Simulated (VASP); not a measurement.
Set up this calculation in VASP 6.6.1, as the native input.

```yaml
Task: single point
Functional: LDA
Potentials_or_basis: VASP PAW LDA potentials, release 64 (Mn_pv, Zn)
Cutoff: 520 eV
k_mesh: 9 × 9 × 9
Occupations: fermi-dirac, width 0.15 eV
Spin: collinear spin, ferromagnetic start
Starting_moments: "[2.8, 0.0] μB"
Dipole_correction: no
Further_INCAR_settings: ALGO = Normal; EDIFF = 1e-06; NBANDS = 24
```

The structure of MnZn lies in POSCAR:

```
MnZn
1.0
    3.0700000000      0.0000000000      0.0000000000
    0.0000000000      3.0700000000      0.0000000000
    0.0000000000      0.0000000000      3.0700000000
Mn Zn
1 1
Direct
    0.0000000000      0.0000000000      0.0000000000
    0.5000000000      0.5000000000      0.5000000000
```

These files were run (other wordings do the same):

INCAR

```
SYSTEM = MnZn
ALGO = Normal
EDIFF = 1E-6
ENCUT = 520
ISIF = 2
ISMEAR = -1
ISPIN = 2
LASPH = .True.
LCHARG = .False.
LMAXMIX = 4
LORBIT = 11
LREAL = .False.
LWAVE = .False.
MAGMOM = 2.8 0
NBANDS = 24
NELM = 150
PREC = Accurate
SIGMA = 0.15
```

KPOINTS

```
k-points
0
Gamma
  9 9 9
  0 0 0
```

Potentials or basis: VASP PAW LDA potentials, release 64 (Mn_pv, Zn).

The run is started by

```console
$ cat potpaw_LDA.64/Mn_pv/POTCAR potpaw_LDA.64/Zn/POTCAR > POTCAR
$ mpirun -np 1 vasp_std > vasp.out
```

It gave:

```yaml
Pressure: -17.3 GPa
Band_gap_on_the_k_mesh: zero (filled and empty bands overlap)
Net_moment: 2.99 μB per cell
Site_moments: Mn +2.97; Zn -0.06 μB
Valence_electrons_inside_the_program's_atomic_spheres: Mn 11.54; Zn 10.86
```

Caveat: the cell stands under tension.

Run time: 18 s on 1 thread of Intel(R) Xeon(R) Platinum 8375C CPU @ 2.90GHz (Ice Lake) (shared host), peak memory 0.15 GiB.
